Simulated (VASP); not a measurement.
# Re (Fm-3m) in VASP: notebook, part 3 of 3

VASP 6.6.1. The steps go on from the part before.

**5. Single point, LDA (13.23 Å³/atom)**

This run uses another cell than the first one, of 13.23 Å³/atom.

Contents of INCAR:

```
  ALGO = Normal
  EDIFF = 1E-6
  ENCUT = 560
  GGA = CA
  GGA_COMPAT = F
  ISIF = 2
  ISMEAR = -1
  LASPH = T
  LCHARG = F
  LREAL = F
  LWAVE = F
  NBANDS = 14
  NELM = 120
  PREC = Accurate
  SIGMA = 0.1
```

Contents of KPOINTS:

```
k-points
0
Gamma
  16 16 16
```

Contents of POSCAR:

```
Re
1.0
    0.0000000000      1.8772623846      1.8772623846
    1.8772623846      0.0000000000      1.8772623846
    1.8772623846      1.8772623846      0.0000000000
Re
1
Direct
    0.0000000000      0.0000000000      0.0000000000
```

Potentials or basis: VASP PAW LDA potentials, release 64 (Re_sv_GW).

Launch:

```
> cat potpaw_LDA.64/Re_sv_GW/POTCAR > POTCAR
> mpirun -np 1 vasp_std > vasp.out
```

OUTCAR:

```text
EDIFF = 1E-6
   ENCUT = 560
   GGA = CA
   ISIF = 2
   ISMEAR = -1
   LASPH = T
   LREAL = F
   NELM = 120
   PREC = Accurate

 ion  position               nearest neighbor table
   1  0.000  0.000  0.000-

  LATTYP: Found a face centered cubic cell.
 ALAT       =     3.7545247692

  Lattice vectors:

 A1 = (   0.0000000000,   1.8772623846,   1.8772623846)
 A2 = (   1.8772623846,   0.0000000000,   1.8772623846)
 A3 = (   1.8772623846,   1.8772623846,   0.0000000000)

Analysis of symmetry for initial positions (statically):
=====================================================================
 Subroutine PRICEL returns:
 Original cell was already a primitive cell.

 Routine SETGRP: Setting up the symmetry group for a
 face centered cubic supercell.

 Subroutine GETGRP returns: Found 48 space group operations
 (whereof 48 operations were pure point group operations)
 out of a pool of 48 trial point group operations.

The static configuration has the point symmetry O_h .

Analysis of symmetry for dynamics (positions and initial velocities):
=====================================================================
 Subroutine PRICEL returns:
 Original cell was already a primitive cell.

 Routine SETGRP: Setting up the symmetry group for a
 face centered cubic supercell.

 Subroutine GETGRP returns: Found 48 space group operations
 (whereof 48 operations were pure point group operations)
 out of a pool of 48 trial point group operations.

The dynamic configuration has the point symmetry O_h .

 Subroutine INISYM returns: Found 48 space group operations
 (whereof 48 operations are pure point group operations),
 and found     1 'primitive' translations

----------------------------------------------------------------------------------------

                                     Primitive cell

  volume of cell :      13.2314

  direct lattice vectors                    reciprocal lattice vectors
     0.000000000  1.877262385  1.877262385    -0.266345293  0.266345293  0.266345293
     1.877262385  0.000000000  1.877262385     0.266345293 -0.266345293  0.266345293
     1.877262385  1.877262385  0.000000000     0.266345293  0.266345293 -0.266345293

  length of vectors
     2.654849924  2.654849924  2.654849924     0.461323580  0.461323580  0.461323580

  position of ions in fractional coordinates (direct lattice)
     0.000000000  0.000000000  0.000000000

  ion indices of the primitive-cell ions
   primitive index   ion index
                 1           1

----------------------------------------------------------------------------------------

 KPOINTS: k-points

Automatic generation of k-mesh.
 Grid dimensions read from file:
 generate k-points for:   16   16   16

 Generating k-lattice:

  Cartesian coordinates                     Fractional coordinates (reciprocal lattice)
    -0.016646581  0.016646581  0.016646581     0.062500000  0.000000000  0.000000000
     0.016646581 -0.016646581  0.016646581     0.000000000  0.062500000  0.000000000
     0.016646581  0.016646581 -0.016646581     0.000000000  0.000000000  0.062500000

  Length of vectors
     0.028832724  0.028832724  0.028832724

  Shift w.r.t. Gamma in fractional coordinates (k-lattice)
     0.000000000  0.000000000  0.000000000

 Subroutine IBZKPT returns following result:
 ===========================================

 Found    145 irreducible k-points:

 Following reciprocal coordinates:
            Coordinates               Weight
  0.000000  0.000000  0.000000      1.000000
  0.062500  0.000000  0.000000      8.000000
  0.125000  0.000000  0.000000      8.000000
  0.187500  0.000000  0.000000      8.000000
  0.250000  0.000000  0.000000      8.000000
  0.312500  0.000000  0.000000      8.000000
[... 16 lines left out ...]
 -0.125000  0.062500  0.000000     24.000000
 -0.062500  0.062500  0.000000     12.000000
 [... further k-points ...]
   k-points           NKPTS =    145   k-points in BZ     NKDIM =    145   number of bands    NBANDS=     14
   number of dos      NEDOS =    301   number of ions     NIONS =      1
   total plane-waves  NPLWV =   8000
   dimension x,y,z NGX =    20 NGY =   20 NGZ =   20
   dimension x,y,z NGXF=    40 NGYF=   40 NGZF=   40
   ions per type =               1
   NGX,Y,Z   is equivalent  to a cutoff of  12.52, 12.52, 12.52 a.u.
   NGXF,Y,Z  is equivalent  to a cutoff of  25.05, 25.05, 25.05 a.u.
 SYSTEM =  unknown system
   PREC   = accura    normal or accurate (medium, high low for compatibility)
   ISTART =      0    job   : 0-new  1-cont  2-samecut
   ICHARG =      2    charge: 1-file 2-atom 10-const
   ISPIN  =      1    spin polarized calculation?
   LNONCOLLINEAR =      F non collinear calculations
   LSORBIT =      F    spin-orbit coupling
   LASPH  =      T    aspherical Exc in radial PAW
   ENCUT  =  560.0 eV  41.16 Ry    6.42 a.u.   5.12  5.12  5.12*2*pi/ulx,y,z
   NELM   =    120;   NELMIN=  2; NELMDL= -5     # of ELM steps
   EDIFF  = 0.1E-05   stopping-criterion for ELM
   LREAL  =      F    real-space projection
   EDIFFG = 0.1E-04   stopping-criterion for IOM
   NSW    =      0    number of steps for IOM
   IBRION =     -1    ionic relax: 0-MD 1-quasi-New 2-CG
   NFREE  =      0    steps in history (QN), initial steepest desc. (CG)
   ISIF   =      2    stress and relaxation
   ISYM   =      2    0-nonsym 1-usesym 2-fastsym
   POTIM  = 0.5000    time-step for ionic-motion
   TEBEG  =    0.0;   TEEND  =   0.0 temperature during run
   PSTRESS=    0.0 pullay stress
   NELECT =      15.0000    total number of electrons
   NUPDOWN=      -1.0000    fix difference up-down
   EMIN   =  10.00;   EMAX   =-10.00  energy-range for DOS
   EFERMI =   0.00;   METHOD = LEGACY
   ISMEAR =    -1;   SIGMA  =   0.10  broadening in eV -4-tet -1-fermi 0-gaus
   EFERMI_NEDOS =   21; number of points for ismear=-14 and -15
   IALGO  =     38    algorithm
   IMIX   =      4    mixing-type and parameters
     AMIX     =   0.40;   BMIX     =  1.00
     AMIX_MAG =   1.60;   BMIX_MAG =  1.00
  volume/ion in A,a.u.               =      13.23        89.29
  Fermi-wavevector in a.u.,A,eV,Ry     =   1.707013  3.225788 39.645947  2.913895
  Thomas-Fermi vector in A             =   2.785944
   LORBIT       =      0    0 simple, 1 ext, 2 COOP (PROOUT), +10 PAW based schemes
   GGA     = CA    functional components
   LHFCALC =     F    Hartree Fock is set to
   AEXX    =    0.0000 exact exchange contribution
   IVDW    =     0    specifies the selected vdW correction
   LEPSILON=     F    determine dielectric tensor
   LRPA    =     F    only Hartree local field effects (RPA)
 non-spin polarized calculation
  energy-cutoff  :      560.00
  volume of cell :       13.23
 maximum number of plane-waves:       415
   NGX = 11   NGY = 11   NGZ = 11

 number of electron      15.0000000 magnetization

 Free energy of the ion-electron system (eV)
  ---------------------------------------------------
  ext. energy  EPLUGINS =         0.00000000
  ---------------------------------------------------
  free energy    TOTEN  =       -15.17726484 eV

  energy without entropy =      -15.15343824  energy(sigma->0) =      -15.16535154

 E-fermi :  14.9727     XC(G=0): -15.0622

 val. band max:       14.9629202031   @ k =  -0.4375   0.0625   0.0000
 cond. band min:      14.9883373148   @ k =  -0.3750   0.5000   0.1250
 fundamental gap:      0.0254171117
 Fermi energy:        14.9726771346

 k-point     1 :       0.0000    0.0000    0.0000
  band No.  band energies     occupation
      1     -64.7226      2.00000
      2     -25.9822      2.00000
      3     -25.9822      2.00000
      4     -25.9822      2.00000
      5       4.2212      2.00000
      6      12.7190      2.00000
      7      12.7190      2.00000
      8      12.7190      2.00000
      9      16.4381      0.00000
     10      16.4381      0.00000
     11      28.0285      0.00000
     12      34.1319      0.00000
     13      34.1319      0.00000
     14      34.1319      0.00000

 k-point     2 :       0.0625    0.0000    0.0000
  band No.  band energies     occupation
      1     -64.7152      2.00000
      2     -26.0546      2.00000
      3     -25.9911      2.00000
      4     -25.9911      2.00000
      5       4.4321      2.00000
      6      12.5725      2.00000
      7      12.8168      2.00000
      8      12.8168      2.00000
      9      16.3488      0.00000
     10      16.3488      0.00000
[... 362 lines left out ...]
 k-point    24 :      -0.0625    0.0625    0.0000
  band No.  band energies     occupation
      1     -64.7030      2.00000
      2     -26.1553      2.00000
      3     -26.0321      2.00000
      4     -25.9930      2.00000
      5       4.7726      2.00000
      6      12.3194      2.00000
      7      12.9513      2.00000
      8      13.0230      2.00000
      9      16.0064      0.00006
     10      16.4433      0.00000
     11      29.0771      0.00000
     12      32.6357      0.00000
     13      34.5557      0.00000
     14      35.4222      0.00000

 [... further k-points ...]
[... 5 lines left out ...]
  --------------------------------------------------------------------------------------
  -------------------------------------------------------------------------------------
  Total        3.3746451      3.3746451      3.3746451      0.0000000     -0.0000000      0.0000000
  in kB      408.6333042    408.6333042    408.6333042      0.0000000     -0.0000000      0.0000000
  external PRESSURE =     408.6333042 kB  Pullay stress =       0.0000000 kB

 VOLUME and BASIS-vectors are now :
 -----------------------------------------------------------------------------
  energy-cutoff  :      560.00
  volume of cell :       13.23
      direct lattice vectors                 reciprocal lattice vectors
     0.000000000  1.877262385  1.877262385    -0.266345293  0.266345293  0.266345293
     1.877262385  0.000000000  1.877262385     0.266345293 -0.266345293  0.266345293
     1.877262385  1.877262385  0.000000000     0.266345293  0.266345293 -0.266345293

 POSITION                                       TOTAL-FORCE (eV/Angst)
 -----------------------------------------------------------------------------------
      0.00000      0.00000      0.00000         0.000000      0.000000      0.000000
 -----------------------------------------------------------------------------------
    total drift:                               -0.000000     -0.000000     -0.000000

  FREE ENERGIE OF THE ION-ELECTRON SYSTEM (eV)
  ---------------------------------------------------
  free  energy   TOTEN  =       -15.1772648377 eV

  energy  without entropy=      -15.1534382364  energy(sigma->0) =      -15.16535154
```

OSZICAR:

```text
N       E                     dE             d eps       ncg     rms          rms(c)
DAV:   1     0.810068376670E+02    0.81007E+02   -0.10136E+04  4132   0.118E+03
DAV:   2    -0.144710080739E+02   -0.95478E+02   -0.90536E+02  5230   0.316E+02
DAV:   3    -0.160950347513E+02   -0.16240E+01   -0.16180E+01  4492   0.365E+01
DAV:   4    -0.160980343845E+02   -0.29996E-02   -0.29996E-02  4774   0.203E+00
DAV:   5    -0.160980459363E+02   -0.11552E-04   -0.11553E-04  4552   0.104E-01    0.117E+02
DAV:   6    -0.153267109261E+02    0.77134E+00   -0.68733E-01  4246   0.830E+00    0.694E+01
DAV:   7    -0.152072967379E+02    0.11941E+00   -0.57237E-01  4516   0.725E+00    0.899E+00
DAV:   8    -0.151773352426E+02    0.29961E-01   -0.80735E-02  4150   0.299E+00    0.318E+00
DAV:   9    -0.151772806449E+02    0.54598E-04   -0.17624E-03  4522   0.487E-01    0.155E+00
DAV:  10    -0.151772655449E+02    0.15100E-04   -0.46606E-05  4498   0.717E-02    0.346E-01
DAV:  11    -0.151772648377E+02    0.70723E-06   -0.28467E-06  4354   0.180E-02
   1 F= -.15177265E+02 E0= -.15165352E+02  d E =-.238266E-01
```

It took 28 s on 1 thread of AMD EPYC 7R43 (Zen 3), shared host; peak memory 0.11 GiB.

What came out:

```
Free energy            : -15.1773 eV
Pressure               : 40.9 GPa
Band gap on the k mesh : zero (an odd number of electrons rules out a gap without spin polarisation)
```

Levels at points of the mesh, in eV from the Fermi level:
```tsv
k point	band 4	band 5	band 6	band 7	band 8	band 9	band 10	band 11	band 12	band 13
(0.00, 0.00, 0.00)	-40.95	-10.75	-2.25	-2.25	-2.25	1.47	1.47	13.06	19.16	19.16
(0.50, 0.00, 0.00)	-41.19	-7.66	-2.52	-2.52	0.64	4.49	4.49	11.68	12.76	20.33
(0.50, 0.50, 0.00)	-41.59	-7.82	-6.88	3.51	4.44	5.40	5.40	12.94	12.94	15.17
```

Caveat: the cell stands under pressure; spin-orbit coupling is left out, which moves the levels of the heavy elements.

**6. The runs side by side**

| cell | gap on the mesh (eV) | pressure (GPa) |
| --- | --- | --- |
| a = 2.693 Å, angles 60.0°, 1 atom | none | 18.3 |
| a = 2.766 Å, angles 60.0°, 1 atom | none | -14.5 |
| a = 2.730 Å, angles 60.0°, 1 atom | none | 0.2 |
| a = 2.655 Å, angles 60.0°, 1 atom | none | 40.9 |

Alike in all rows: task single point; level LDA; potentials or basis VASP PAW LDA potentials, release 64 (Re_sv_GW); no spin polarisation; k mesh 16 × 16 × 16; cutoff (eV) 560; smearing fermi-dirac 0.1 eV.

Caveats: spin-orbit coupling is left out, which moves the levels of the heavy elements; the cell stands under pressure (at least some runs); the cell stands under tension (at least some runs).

Absolute energies hang on the potentials; compare differences alone.

The gap in the log of VASP goes by the Fermi energy; the results here count the filled bands.